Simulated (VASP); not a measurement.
Set up this calculation in VASP 6.6.1, as the native input.

- Task: single point
- Functional: PBE
- Potentials or basis: VASP PAW PBE potentials, release 64 (In_d, Sb)
- Cutoff: 520 eV
- k mesh: 6 × 6 × 8
- Occupations: gaussian, width 0.1 eV
- Spin: no spin polarisation
- Dipole correction: no
- Further INCAR settings: ALGO = Normal; EDIFF = 1e-06; NBANDS = 28

The structure of InSb5 lies in POSCAR:

```
InSb5
1.0
    6.2110014743      0.0000000000      0.0000000000
   -3.1055007372      5.3788850597      0.0000000000
    0.0000000000      0.0000000000      5.6117238678
In Sb
1 5
Direct
    0.0000000000      0.0000000000      0.0000000000
    0.0000000000      0.5000000000      0.5000000000
    0.5000000000      0.5000000000      0.5000000000
    0.3333333333      0.6666666667      0.0000000000
    0.5000000000      0.0000000000      0.5000000000
    0.6666666667      0.3333333333      0.0000000000
```

The input as run:

INCAR

```
SYSTEM = InSb5
PREC = Accurate
ENCUT = 520
EDIFF = 1E-6
ISMEAR = 0
SIGMA = 0.1
LREAL = .False.
LASPH = .True.
NELM = 80
ALGO = Normal
ISIF = 2
LWAVE = .False.
LCHARG = .False.
GGA = PE
NBANDS = 28
```

KPOINTS

```
Automatic mesh
0
Gamma
  6 6 8
  0 0 0
```

Potentials or basis: VASP PAW PBE potentials, release 64 (In_d, Sb).

Run with:

```bash
$ cat potpaw_PBE.64/In_d/POTCAR potpaw_PBE.64/Sb/POTCAR > POTCAR
$ mpirun -np 1 vasp_std > vasp.out
```

It gave:

| Quantity | Value |
| --- | --- |
| Pressure | -0.1 GPa |
| Band gap on the k mesh | zero (band 19 reaches 7.05 eV, above the bottom of band 20 at 6.03 eV) |

Caveat: spin-orbit coupling is left out, which moves the levels of the heavy elements.

It took 69 s on 1 thread of Intel(R) Xeon(R) 6975P-C (Granite Rapids), on a shared host, peak memory 0.39 GiB.
